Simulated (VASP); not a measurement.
# SnSe2 (P-3m1) in VASP: single point with PBE+D3(BJ)

Aim: the single point of SnSe2 with PBE+D3(BJ).

Everything below comes from runs of VASP 6.6.1. Logs are shortened: lines on timing, memory, paths and dates and some standing lists are left out, and cuts for length are marked.

### 1 The cell of the first run

The structure is trigonal, space group P-3m1 (No. 164). The conventional cell has a = 3.622 Å, b = 3.622 Å, c = 5.206 Å, α = 90.00°, β = 90.00°, γ = 120.00°. Sn (site symmetry -3m) has 6 Se at 2.63 Å and 6 Sn at 3.62 Å within 3.7 Å. Se (site symmetry 3m) has 3 Sn at 2.63 Å and 12 Se at 2.91 to 3.81 Å within 3.9 Å.

### 2 Single point, PBE+D3(BJ)

File INCAR:

```
PREC = Accurate
ENCUT = 520
EDIFF = 1E-6
ISMEAR = 0
SIGMA = 0.05
LREAL = F
LASPH = T
NELM = 100
ALGO = Normal
ISIF = 2
LWAVE = F
LCHARG = F
GGA = PE
IVDW = 12
NBANDS = 20
```

File KPOINTS:

```
regular mesh
0
Gamma
  18 18 10
```

File POSCAR:

```
SnSe2
1.0
    3.6223185759      0.0000000000      0.0000000000
   -1.8111592880      3.1370199073      0.0000000000
    0.0000000000      0.0000000000      5.2061608734
Sn Se
1 2
Direct
    0.0000000000      0.0000000000      0.0000000000
    0.3333333333      0.6666666667      0.3058659731
    0.6666666667      0.3333333333      0.6941340269
```

Potentials or basis: VASP PAW PBE potentials, release 64 (Sn_d, Se).

The run is started by

```
cat potpaw_PBE.64/Sn_d/POTCAR potpaw_PBE.64/Se/POTCAR > POTCAR
mpirun -np 1 vasp_std > vasp.out
```

OUTCAR:

```text
PREC = Accurate
   ENCUT = 520
   EDIFF = 1E-6
   ISMEAR = 0
   LREAL = F
   LASPH = T
   NELM = 100
   ISIF = 2
   GGA = PE
   IVDW = 12
 IVDW          = 12

 ion  position               nearest neighbor table
   1  0.000  0.000  0.000-   2 2.63   3 2.63   2 2.63   3 2.63   3 2.63   2 2.63
   2  0.333  0.667  0.306-   1 2.63   1 2.63   1 2.63
   3  0.667  0.333  0.694-   1 2.63   1 2.63   1 2.63

  LATTYP: Found a hexagonal cell.
 ALAT       =     3.6223185759
 C/A-ratio  =     1.4372454450

  Lattice vectors:

 A1 = (   3.6223185759,   0.0000000000,   0.0000000000)
 A2 = (  -1.8111592880,   3.1370199073,   0.0000000000)
 A3 = (   0.0000000000,   0.0000000000,   5.2061608734)

Analysis of symmetry for initial positions (statically):
=====================================================================
 Subroutine PRICEL returns:
 Original cell was already a primitive cell.

 Routine SETGRP: Setting up the symmetry group for a
 hexagonal supercell.

 Subroutine GETGRP returns: Found 12 space group operations
 (whereof 12 operations were pure point group operations)
 out of a pool of 24 trial point group operations.

The static configuration has the point symmetry D_3d.

Analysis of symmetry for dynamics (positions and initial velocities):
=====================================================================
 Subroutine PRICEL returns:
 Original cell was already a primitive cell.

 Routine SETGRP: Setting up the symmetry group for a
 hexagonal supercell.

 Subroutine GETGRP returns: Found 12 space group operations
 (whereof 12 operations were pure point group operations)
 out of a pool of 24 trial point group operations.

The dynamic configuration has the point symmetry D_3d.

 Subroutine INISYM returns: Found 12 space group operations
 (whereof 12 operations are pure point group operations),
 and found     1 'primitive' translations

----------------------------------------------------------------------------------------

                                     Primitive cell

  volume of cell :      59.1591

  direct lattice vectors                    reciprocal lattice vectors
     3.622318576  0.000000000  0.000000000     0.276066276  0.159386939  0.000000000
    -1.811159288  3.137019907  0.000000000     0.000000000  0.318773878  0.000000000
     0.000000000  0.000000000  5.206160873     0.000000000  0.000000000  0.192080119

  length of vectors
     3.622318576  3.622318576  5.206160873     0.318773878  0.318773878  0.192080119

  position of ions in fractional coordinates (direct lattice)
     0.000000000  0.000000000  0.000000000
     0.333333333  0.666666667  0.305865973
     0.666666667  0.333333333  0.694134027

  ion indices of the primitive-cell ions
   primitive index   ion index
                 1           1
                 2           2
                 3           3

----------------------------------------------------------------------------------------

 KPOINTS: regular mesh

Automatic generation of k-mesh.
 Grid dimensions read from file:
 generate k-points for:   18   18   10

 Generating k-lattice:

  Cartesian coordinates                     Fractional coordinates (reciprocal lattice)
     0.015337015  0.008854830  0.000000000     0.055555556  0.000000000  0.000000000
     0.000000000  0.017709660  0.000000000     0.000000000  0.055555556  0.000000000
     0.000000000  0.000000000  0.019208012     0.000000000  0.000000000  0.100000000

  Length of vectors
     0.017709660  0.017709660  0.019208012

  Shift w.r.t. Gamma in fractional coordinates (k-lattice)
     0.000000000  0.000000000  0.000000000

 Subroutine IBZKPT returns following result:
 ===========================================

 Found    330 irreducible k-points:

 Following reciprocal coordinates:
            Coordinates               Weight
  0.000000  0.000000  0.000000      1.000000
  0.055556  0.000000  0.000000      6.000000
  0.111111  0.000000  0.000000      6.000000
  0.166667  0.000000  0.000000      6.000000
  0.222222  0.000000  0.000000      6.000000
  0.277778  0.000000  0.000000      6.000000
[... 16 lines left out ...]
  0.333333  0.111111  0.000000     12.000000
  0.388889  0.111111  0.000000     12.000000
 [... further k-points ...]
   k-points           NKPTS =    330   k-points in BZ     NKDIM =    330   number of bands    NBANDS=     20
   number of dos      NEDOS =    301   number of ions     NIONS =      3
   total plane-waves  NPLWV =  31360
   dimension x,y,z NGX =    28 NGY =   28 NGZ =   40
   dimension x,y,z NGXF=    56 NGYF=   56 NGZF=   80
   ions per type =               1   2
   NGX,Y,Z   is equivalent  to a cutoff of  12.85, 12.85, 12.77 a.u.
   NGXF,Y,Z  is equivalent  to a cutoff of  25.70, 25.70, 25.55 a.u.
 SYSTEM =  unknown system
   PREC   = accura    normal or accurate (medium, high low for compatibility)
   ISTART =      0    job   : 0-new  1-cont  2-samecut
   ICHARG =      2    charge: 1-file 2-atom 10-const
   ISPIN  =      1    spin polarized calculation?
   LNONCOLLINEAR =      F non collinear calculations
   LSORBIT =      F    spin-orbit coupling
   LASPH  =      T    aspherical Exc in radial PAW
   ENCUT  =  520.0 eV  38.22 Ry    6.18 a.u.   6.74  6.74  9.68*2*pi/ulx,y,z
   NELM   =    100;   NELMIN=  2; NELMDL= -5     # of ELM steps
   EDIFF  = 0.1E-05   stopping-criterion for ELM
   LREAL  =      F    real-space projection
   EDIFFG = 0.1E-04   stopping-criterion for IOM
   NSW    =      0    number of steps for IOM
   IBRION =     -1    ionic relax: 0-MD 1-quasi-New 2-CG
   NFREE  =      0    steps in history (QN), initial steepest desc. (CG)
   ISIF   =      2    stress and relaxation
   ISYM   =      2    0-nonsym 1-usesym 2-fastsym
   POTIM  = 0.5000    time-step for ionic-motion
   TEBEG  =    0.0;   TEEND  =   0.0 temperature during run
   PSTRESS=    0.0 pullay stress
   NELECT =      26.0000    total number of electrons
   NUPDOWN=      -1.0000    fix difference up-down
   EMIN   =  10.00;   EMAX   =-10.00  energy-range for DOS
   EFERMI =   0.00;   METHOD = LEGACY
   ISMEAR =     0;   SIGMA  =   0.05  broadening in eV -4-tet -1-fermi 0-gaus
   EFERMI_NEDOS =   21; number of points for ismear=-14 and -15
   IALGO  =     38    algorithm
   IMIX   =      4    mixing-type and parameters
     AMIX     =   0.40;   BMIX     =  1.00
     AMIX_MAG =   1.60;   BMIX_MAG =  1.00
  volume/ion in A,a.u.               =      19.72       133.08
  Fermi-wavevector in a.u.,A,eV,Ry     =   1.244683  2.352110 21.078634  1.549236
  Thomas-Fermi vector in A             =   2.378939
   LORBIT       =      0    0 simple, 1 ext, 2 COOP (PROOUT), +10 PAW based schemes
   GGA     = PE    functional components
   LHFCALC =     F    Hartree Fock is set to
   AEXX    =    0.0000 exact exchange contribution
   IVDW    =    12    specifies the selected vdW correction
   LEPSILON=     F    determine dielectric tensor
   LRPA    =     F    only Hartree local field effects (RPA)
 non-spin polarized calculation
 Gauss-broadening in eV      SIGMA  =   0.05
  energy-cutoff  :      520.00
  volume of cell :       59.16
 maximum number of plane-waves:      1616
   NGX = 13   NGY = 13   NGZ = 19

 number of electron      25.9999995 magnetization

 Free energy of the ion-electron system (eV)
  ---------------------------------------------------
  ext. energy  EPLUGINS =         0.00000000
  ---------------------------------------------------
  free energy    TOTEN  =       -10.67274291 eV

  energy without entropy =      -10.67188455  energy(sigma->0) =      -10.67231373

 E-fermi :   8.1574     XC(G=0): -10.9252

 val. band max:        8.1550608798   @ k =  -0.0556   0.1667   0.1000
 cond. band min:       8.1589255072   @ k =   0.1667   0.0556   0.0000
 fundamental gap:      0.0038646274
 Fermi energy:         8.1573966977

 k-point     1 :       0.0000    0.0000    0.0000
  band No.  band energies     occupation
      1     -13.8261      2.00000
      2     -13.8261      2.00000
      3     -13.7733      2.00000
      4     -13.7459      2.00000
      5     -13.7459      2.00000
      6      -8.0423      2.00000
[... 12 lines left out ...]
     19      17.1546      0.00000
     20      17.2162      0.00000

 k-point     2 :       0.0556    0.0000    0.0000
  band No.  band energies     occupation
      1     -13.8284      2.00000
      2     -13.8241      2.00000
      3     -13.7718      2.00000
      4     -13.7475      2.00000
      5     -13.7458      2.00000
      6      -8.0045      2.00000
[... 12 lines left out ...]
     19      16.1398      0.00000
     20      16.8803      0.00000

 k-point     3 :       0.1111    0.0000    0.0000
  band No.  band energies     occupation
      1     -13.8352      2.00000
      2     -13.8184      2.00000
      3     -13.7676      2.00000
      4     -13.7516      2.00000
      5     -13.7451      2.00000
      6      -7.8914      2.00000
[... 12 lines left out ...]
     19      15.4840      0.00000
     20      16.5420      0.00000

 k-point     4 :       0.1667    0.0000    0.0000
  band No.  band energies     occupation
      1     -13.8466      2.00000
      2     -13.8105      2.00000
      3     -13.7637      2.00000
      4     -13.7543      2.00000
      5     -13.7433      2.00000
      6      -7.7050      2.00000
[... 12 lines left out ...]
     19      15.2951      0.00000
     20      16.5061      0.00000

 k-point     5 :       0.2222    0.0000    0.0000
  band No.  band energies     occupation
      1     -13.8616      2.00000
      2     -13.8025      2.00000
      3     -13.7682      2.00000
      4     -13.7474      2.00000
      5     -13.7394      2.00000
      6      -7.4495      2.00000
[... 12 lines left out ...]
     19      15.5333      0.00000
     20      16.8083      0.00000

 k-point     6 :       0.2778    0.0000    0.0000
  band No.  band energies     occupation
      1     -13.8782      2.00000
      2     -13.7964      2.00000
      3     -13.7748      2.00000
      4     -13.7374      2.00000
      5     -13.7327      2.00000
      6      -7.1323      2.00000
[... 12 lines left out ...]
     19      16.1763      0.00000
     20      17.4204      0.00000

 k-point     7 :       0.3333   -0.0000    0.0000
  band No.  band energies     occupation
      1     -13.8943      2.00000
      2     -13.7929      2.00000
      3     -13.7809      2.00000
      4     -13.7276      2.00000
      5     -13.7240      2.00000
      6      -6.7672      2.00000
[... 12 lines left out ...]
     19      17.0852      0.00000
     20      18.2760      0.00000
[... 277 lines left out ...]
 k-point    20 :       0.1667    0.1111    0.0000
  band No.  band energies     occupation
      1     -13.8620      2.00000
      2     -13.8061      2.00000
      3     -13.7654      2.00000
      4     -13.7526      2.00000
      5     -13.7333      2.00000
      6      -7.3412      2.00000
[... 12 lines left out ...]
     19      14.3526      0.00000
     20      17.9827      0.00000

 k-point    21 :       0.2222    0.1111    0.0000
  band No.  band energies     occupation
      1     -13.8755      2.00000
      2     -13.8029      2.00000
      3     -13.7709      2.00000
      4     -13.7459      2.00000
      5     -13.7246      2.00000
      6      -7.0269      2.00000
[... 12 lines left out ...]
     19      14.8667      0.00000
     20      18.7794      0.00000

 k-point    22 :       0.2778    0.1111    0.0000
  band No.  band energies     occupation
      1     -13.8887      2.00000
      2     -13.8012      2.00000
      3     -13.7759      2.00000
      4     -13.7375      2.00000
      5     -13.7169      2.00000
      6      -6.6652      2.00000
[... 12 lines left out ...]
     19      15.7156      0.00000
     20      19.4625      0.00000

 k-point    23 :       0.3333    0.1111    0.0000
  band No.  band energies     occupation
      1     -13.8998      2.00000
      2     -13.8007      2.00000
      3     -13.7800      2.00000
      4     -13.7281      2.00000
      5     -13.7120      2.00000
      6      -6.2817      2.00000
[... 12 lines left out ...]
     19      16.7460      0.00000
     20      19.9743      0.00000

 k-point    24 :       0.3889    0.1111    0.0000
  band No.  band energies     occupation
      1     -13.9071      2.00000
      2     -13.8008      2.00000
      3     -13.7826      2.00000
      4     -13.7196      2.00000
      5     -13.7108      2.00000
      6      -5.9339      2.00000
[... 12 lines left out ...]
     19      17.8332      0.00000
     20      20.3036      0.00000

 [... further k-points ...]

------------------------ aborting loop because EDIFF is reached ----------------------------------------

 Edisp (eV)   -1.43141

 E8    (eV) :    -0.6264

  FORCE on cell =-STRESS in cart. coord.  units (eV):
  Direction    XX          YY          ZZ          XY          YZ          ZX
  --------------------------------------------------------------------------------------
  -------------------------------------------------------------------------------------
  Total       7.44573     7.44573     7.46185    -0.00000    -0.00000     0.00000
  in kB     201.64923   201.64923   202.08572    -0.00000    -0.00000     0.00000
  external pressure =      201.79 kB  Pullay stress =        0.00 kB

 VOLUME and BASIS-vectors are now :
 -----------------------------------------------------------------------------
  energy-cutoff  :      520.00
  volume of cell :       59.16
      direct lattice vectors                 reciprocal lattice vectors
     3.622318576  0.000000000  0.000000000     0.276066276  0.159386939  0.000000000
    -1.811159288  3.137019907  0.000000000     0.000000000  0.318773878  0.000000000
     0.000000000  0.000000000  5.206160873     0.000000000  0.000000000  0.192080119

 POSITION                                       TOTAL-FORCE (eV/Angst)
 -----------------------------------------------------------------------------------
      0.00000      0.00000      0.00000         0.000000      0.000000     -0.000000
     -0.00000      2.09135      1.59239         0.000000      0.000000      0.025933
      1.81116      1.04567      3.61377        -0.000000      0.000000     -0.025933
 -----------------------------------------------------------------------------------
    total drift:                               -0.000000     -0.000000     -0.000000

  FREE ENERGIE OF THE ION-ELECTRON SYSTEM (eV)
  ---------------------------------------------------
  free  energy   TOTEN  =       -12.1041484861 eV

  energy  without entropy=      -12.1032901324  energy(sigma->0) =      -12.10371931
```

Wall time 8.2 min (1 thread of AMD EPYC, shared host); peak memory 0.45 GiB.

What came out:

- Free energy: -12.1041 eV
- Pressure: 20.2 GPa
- Largest force: 0.026 eV/Å
- Band gap on the k mesh: zero (bands 13 and 14 overlap by 1.34 eV)
- Dispersion energy per atom: -0.477 eV

Forces in eV/Å, atoms in the order of the input:
```
Sn   0.000  0.000  0.000
Se   0.000  0.000  0.026
Se   0.000  0.000 -0.026
```

Caveat: the cell stands under pressure; spin-orbit coupling is left out, which moves the levels of the heavy elements.
